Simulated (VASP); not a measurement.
# SnO in VASP: single point with PBE+D3(BJ)

Aim: the single point of SnO with PBE+D3(BJ).

All numbers are computed with VASP 6.6.1; they aren't measurements. Logs are shortened: lines on timing, memory, paths and dates and some standing lists are left out, and cuts for length are marked.

### 1 The cell of the first run

The cell holds a slab with vacuum, 8 atoms: a = 3.820 Å, b = 3.820 Å, c = 22.226 Å, α = 90.00°, β = 90.00°, γ = 90.00°.

### 2 Single point, PBE+D3(BJ) (layers slid over each other)

Input file INCAR:

```
SYSTEM = SnO
PREC = Accurate ; ENCUT = 520
EDIFF = 1E-7 ; ISMEAR = 0
SIGMA = 0.05 ; LREAL = .FALSE.
LASPH = .TRUE. ; NELM = 60
ALGO = Normal ; ISIF = 2
LWAVE = .FALSE. ; LCHARG = .FALSE.
LDIPOL = .TRUE. ; IDIPOL = 3
DIPOL = 0.5 0.5 0.403 ; GGA = PE
IVDW = 12 ; NBANDS = 50
```

Input file KPOINTS:

```
Automatic mesh
0
G
  7 7 1
  0 0 0
```

Input file POSCAR:

```
SnO
1.0
    3.8201635894      0.0000000000      0.0000000000
    0.0000000000      3.8201635894      0.0000000000
    0.0000000000      0.0000000000     22.2260803631
Sn O
4 4
Direct
    0.7500000000      0.2500000000      0.2024648488
    0.2500000000      0.7500000000      0.3087831984
    0.5000000000      1.2500000000      0.4977503906
    0.0000000000      1.7500000000      0.6040687401
    0.2500000000      0.2500000000      0.2556240236
    0.7500000000      0.7500000000      0.2556240236
    0.0000000000      1.2500000000      0.5509095654
    0.5000000000      1.7500000000      0.5509095654
```

Potentials or basis: VASP PAW PBE potentials, release 64 (Sn_d, O).

On the command line:

```sh
$ cat potpaw_PBE.64/Sn_d/POTCAR potpaw_PBE.64/O/POTCAR > POTCAR
$ mpirun -np 1 vasp_std > vasp.out
```

OUTCAR:

```text
SYSTEM = SnO
   PREC = Accurate
   ENCUT = 520
   EDIFF = 1E-7
   ISMEAR = 0
   LREAL = .FALSE.
   LASPH = .TRUE.
   NELM = 60
   ISIF = 2
   GGA = PE
   IVDW = 12
 IVDW          = 12

 ion  position               nearest neighbor table
   1  0.750  0.250  0.202-   5 2.25   6 2.25   6 2.25   5 2.25   2 3.59   2 3.59   2 3.59   2 3.59

   2  0.250  0.750  0.309-   5 2.25   6 2.25   5 2.25   6 2.25   1 3.59   1 3.59   1 3.59   1 3.59

   3  0.500  0.250  0.498-   7 2.25   8 2.25   8 2.25   7 2.25   4 3.59   4 3.59   4 3.59   4 3.59

   4  0.000  0.750  0.604-   7 2.25   8 2.25   7 2.25   8 2.25   3 3.59   3 3.59   3 3.59   3 3.59

   5  0.250  0.250  0.256-   1 2.25   2 2.25   2 2.25   1 2.25
   6  0.750  0.750  0.256-   1 2.25   2 2.25   1 2.25   2 2.25
   7  0.000  0.250  0.551-   4 2.25   4 2.25   3 2.25   3 2.25
   8  0.500  0.750  0.551-   4 2.25   4 2.25   3 2.25   3 2.25

  LATTYP: Found a simple tetragonal cell.
 ALAT       =     3.8201635894
 C/A-ratio  =     5.8180964880

  Lattice vectors:

 A1 = (   3.8201635894,   0.0000000000,   0.0000000000)
 A2 = (   0.0000000000,   3.8201635894,   0.0000000000)
 A3 = (   0.0000000000,   0.0000000000,  22.2260803631)

Analysis of symmetry for initial positions (statically):
=====================================================================
 Subroutine PRICEL returns:
 Original cell was already a primitive cell.

 Routine SETGRP: Setting up the symmetry group for a
 simple tetragonal supercell.

 Subroutine GETGRP returns: Found  4 space group operations
 (whereof  1 operations were pure point group operations)
 out of a pool of 16 trial point group operations.

The static configuration has the point symmetry C_1 .
 The point group associated with its full space group is C_2h.

Analysis of symmetry for dynamics (positions and initial velocities):
=====================================================================
 Subroutine PRICEL returns:
 Original cell was already a primitive cell.

 Routine SETGRP: Setting up the symmetry group for a
 simple tetragonal supercell.

 Subroutine GETGRP returns: Found  4 space group operations
 (whereof  1 operations were pure point group operations)
 out of a pool of 16 trial point group operations.

The dynamic configuration has the point symmetry C_1 .
 The point group associated with its full space group is C_2h.

 Subroutine INISYM returns: Found  4 space group operations
 (whereof  1 operations are pure point group operations),
 and found     1 'primitive' translations

----------------------------------------------------------------------------------------

                                     Primitive cell

  volume of cell :     324.3596

  direct lattice vectors                    reciprocal lattice vectors
     3.820163589  0.000000000  0.000000000     0.261768895  0.000000000  0.000000000
     0.000000000  3.820163589  0.000000000     0.000000000  0.261768895  0.000000000
     0.000000000  0.000000000 22.226080363     0.000000000  0.000000000  0.044992189

  length of vectors
     3.820163589  3.820163589 22.226080363     0.261768895  0.261768895  0.044992189

  position of ions in fractional coordinates (direct lattice)
     0.750000000  0.250000000  0.202464849
     0.250000000  0.750000000  0.308783198
     0.500000000  0.250000000  0.497750391
     0.000000000  0.750000000  0.604068740
     0.250000000  0.250000000  0.255624024
     0.750000000  0.750000000  0.255624024
     0.000000000  0.250000000  0.550909565
     0.500000000  0.750000000  0.550909565

  ion indices of the primitive-cell ions
   primitive index   ion index
                 1           1
                 2           2
                 3           3
                 4           4
                 5           5
                 6           6
                 7           7
                 8           8

----------------------------------------------------------------------------------------

 KPOINTS: Automatic mesh

Automatic generation of k-mesh.
 Grid dimensions read from file:
 generate k-points for:    7    7    1

 Generating k-lattice:

  Cartesian coordinates                     Fractional coordinates (reciprocal lattice)
     0.037395556  0.000000000  0.000000000     0.142857143  0.000000000  0.000000000
     0.000000000  0.037395556  0.000000000     0.000000000  0.142857143  0.000000000
     0.000000000  0.000000000  0.044992189     0.000000000  0.000000000  1.000000000

  Length of vectors
     0.037395556  0.037395556  0.044992189

  Shift w.r.t. Gamma in fractional coordinates (k-lattice)
     0.000000000  0.000000000  0.000000000

 Subroutine IBZKPT returns following result:
 ===========================================

 Found     16 irreducible k-points:

 Following reciprocal coordinates:
            Coordinates               Weight
  0.000000  0.000000  0.000000      1.000000
  0.142857  0.000000  0.000000      2.000000
  0.000000  0.142857  0.000000      2.000000
  0.285714  0.000000  0.000000      2.000000
  0.000000  0.285714  0.000000      2.000000
  0.428571  0.000000  0.000000      2.000000
[... 8 lines left out ...]
 -0.285714  0.428571  0.000000      4.000000
  0.428571  0.428571  0.000000      4.000000
   k-points           NKPTS =     16   k-points in BZ     NKDIM =     16   number of bands    NBANDS=     50
   number of dos      NEDOS =    301   number of ions     NIONS =      8
   total plane-waves  NPLWV = 131712
   dimension x,y,z NGX =    28 NGY =   28 NGZ =  168
   dimension x,y,z NGXF=    56 NGYF=   56 NGZF=  336
   ions per type =               4   4
   NGX,Y,Z   is equivalent  to a cutoff of  12.19, 12.19, 12.57 a.u.
   NGXF,Y,Z  is equivalent  to a cutoff of  24.37, 24.37, 25.13 a.u.
 SYSTEM =  SnO
   PREC   = accura    normal or accurate (medium, high low for compatibility)
   ISTART =      0    job   : 0-new  1-cont  2-samecut
   ICHARG =      2    charge: 1-file 2-atom 10-const
   ISPIN  =      1    spin polarized calculation?
   LNONCOLLINEAR =      F non collinear calculations
   LSORBIT =      F    spin-orbit coupling
   LASPH  =      T    aspherical Exc in radial PAW
   ENCUT  =  520.0 eV  38.22 Ry    6.18 a.u.   7.10  7.10 41.33*2*pi/ulx,y,z
   NELM   =     60;   NELMIN=  2; NELMDL= -5     # of ELM steps
   EDIFF  = 0.1E-06   stopping-criterion for ELM
   LREAL  =      F    real-space projection
   EDIFFG = 0.1E-05   stopping-criterion for IOM
   NSW    =      0    number of steps for IOM
   IBRION =     -1    ionic relax: 0-MD 1-quasi-New 2-CG
   NFREE  =      0    steps in history (QN), initial steepest desc. (CG)
   ISIF   =      2    stress and relaxation
   ISYM   =      2    0-nonsym 1-usesym 2-fastsym
   POTIM  = 0.5000    time-step for ionic-motion
   TEBEG  =    0.0;   TEEND  =   0.0 temperature during run
   PSTRESS=    0.0 pullay stress
   NELECT =      80.0000    total number of electrons
   NUPDOWN=      -1.0000    fix difference up-down
   EMIN   =  10.00;   EMAX   =-10.00  energy-range for DOS
   EFERMI =   0.00;   METHOD = LEGACY
   ISMEAR =     0;   SIGMA  =   0.05  broadening in eV -4-tet -1-fermi 0-gaus
   EFERMI_NEDOS =   21; number of points for ismear=-14 and -15
   IALGO  =     38    algorithm
   IMIX   =      4    mixing-type and parameters
     AMIX     =   0.40;   BMIX     =  1.00
     AMIX_MAG =   1.60;   BMIX_MAG =  1.00
  volume/ion in A,a.u.               =      40.54       273.61
  Fermi-wavevector in a.u.,A,eV,Ry     =   1.026666  1.940118 14.341130  1.054043
  Thomas-Fermi vector in A             =   2.160571
   LORBIT       =      0    0 simple, 1 ext, 2 COOP (PROOUT), +10 PAW based schemes
   GGA     = PE    functional components
   LHFCALC =     F    Hartree Fock is set to
   AEXX    =    0.0000 exact exchange contribution
   IVDW    =    12    specifies the selected vdW correction
   LEPSILON=     F    determine dielectric tensor
   LRPA    =     F    only Hartree local field effects (RPA)
 non-spin polarized calculation
 Gauss-broadening in eV      SIGMA  =   0.05
  energy-cutoff  :      520.00
  volume of cell :      324.36
 maximum number of plane-waves:      8769
   NGX = 15   NGY = 15   NGZ = 83

 dipolmoment           0.000000      0.000000      0.000044 electrons x Angstroem

 number of electron      79.9999970 magnetization

 dipolmoment           0.000000      0.000000     -0.000002 electrons x Angstroem

 Free energy of the ion-electron system (eV)
  ---------------------------------------------------
  ext. energy  EPLUGINS =         0.00000000
  ---------------------------------------------------
  free energy    TOTEN  =       -45.18536103 eV

  energy without entropy =      -45.18536103  energy(sigma->0) =      -45.18536103

 E-fermi :   0.0602     XC(G=0):  -5.3234

 val. band max:       -0.2259818868   @ k =   0.1429   0.0000   0.0000
 cond. band min:       2.3302404160   @ k =   0.0000   0.0000   0.0000
 fundamental gap:      2.5562223028
 Fermi energy:         0.0602333076

 k-point     1 :       0.0000    0.0000    0.0000
  band No.  band energies     occupation
      1     -21.0594      2.00000
      2     -21.0594      2.00000
      3     -20.6989      2.00000
      4     -20.6988      2.00000
      5     -20.6609      2.00000
      6     -20.6608      2.00000
[... 42 lines left out ...]
     49       5.1839      0.00000
     50       5.2325      0.00000

 k-point     2 :       0.1429    0.0000    0.0000
  band No.  band energies     occupation
      1     -21.0505      2.00000
      2     -21.0504      2.00000
      3     -20.6995      2.00000
      4     -20.6994      2.00000
      5     -20.6627      2.00000
      6     -20.6623      2.00000
[... 734 lines left out ...]
 k-point    16 :       0.4286    0.4286    0.0000
  band No.  band energies     occupation
      1     -21.0002      2.00000
      2     -20.9999      2.00000
      3     -20.9862      2.00000
      4     -20.9859      2.00000
      5     -20.6655      2.00000
      6     -20.6654      2.00000
[... 42 lines left out ...]
     49       6.0354      0.00000
     50       6.3163      0.00000

------------------------ aborting loop because EDIFF is reached ----------------------------------------

 vacuum level on the upper side and lower side of the slab       (xc-potential included)        -0.130        -0.125

 Edisp (eV)   -1.23879

 E8    (eV) :    -0.5480

  FORCE on cell =-STRESS in cart. coord.  units (eV):
  Direction    XX          YY          ZZ          XY          YZ          ZX
  --------------------------------------------------------------------------------------
  -------------------------------------------------------------------------------------
  Total       0.13831     0.17250    -0.27068     0.00000     0.00000     0.12652
  in kB       0.68319     0.85205    -1.33703     0.00000     0.00000     0.62496
  external pressure =        0.07 kB  Pullay stress =        0.00 kB

 VOLUME and BASIS-vectors are now :
 -----------------------------------------------------------------------------
  energy-cutoff  :      520.00
  volume of cell :      324.36
      direct lattice vectors                 reciprocal lattice vectors
     3.820163589  0.000000000  0.000000000     0.261768895  0.000000000  0.000000000
     0.000000000  3.820163589  0.000000000     0.000000000  0.261768895  0.000000000
     0.000000000  0.000000000 22.226080363     0.000000000  0.000000000  0.044992189

 POSITION                                       TOTAL-FORCE (eV/Angst)
 -----------------------------------------------------------------------------------
      2.86512      0.95504      4.50000        -0.002519      0.000000     -0.080125
      0.95504      2.86512      6.86304        -0.009132     -0.000000      0.165688
      1.91008      0.95504     11.06304         0.009132      0.000000     -0.165688
      0.00000      2.86512     13.42608         0.002519     -0.000000      0.080125
      0.95504      0.95504      5.68152         0.005115     -0.000000      0.010021
      2.86512      2.86512      5.68152        -0.015024     -0.000000      0.010370
      0.00000      0.95504     12.24456         0.015024     -0.000000     -0.010370
      1.91008      2.86512     12.24456        -0.005115      0.000000     -0.010021
 -----------------------------------------------------------------------------------
    total drift:                                0.000000      0.000000     -0.000086

  FREE ENERGIE OF THE ION-ELECTRON SYSTEM (eV)
  ---------------------------------------------------
  free  energy   TOTEN  =       -46.4241555909 eV

  energy  without entropy=      -46.4241555909  energy(sigma->0) =      -46.42415559

 vacuum level on the upper side and lower side of the slab         4.801         4.807
```

Run time: 3.3 min. Hardware: 1 thread of AMD EPYC 9R45 (Zen 5), shared host; peak memory 0.42 GiB.

Results:

| Property | Result |
| --- | --- |
| Free energy | -46.4242 eV |
| Largest force | 0.166 eV/Å |
| Band gap on the k mesh | 2.56 eV (least direct gap 2.58 eV) |
| Dispersion energy per atom | -0.155 eV |

Forces in eV/Å, atoms in the order of the input:
```
Sn  -0.003  0.000 -0.080
Sn  -0.009  0.000  0.166
Sn   0.009  0.000 -0.166
Sn   0.003  0.000  0.080
O    0.005  0.000  0.010
O   -0.015  0.000  0.010
O    0.015  0.000 -0.010
O   -0.005  0.000 -0.010
```

Levels at points of the mesh, in eV from the valence-band top:
```tsv
k point	band 38	band 39	band 40	band 41	band 42	band 43
(0.00, 0.00, 0.00)	-1.93	-0.56	-0.02	2.56	2.89	2.89
```

Caveat: the cell differs from its parent crystal (layers slid over each other); spin-orbit coupling is left out, which moves the levels of the heavy elements.
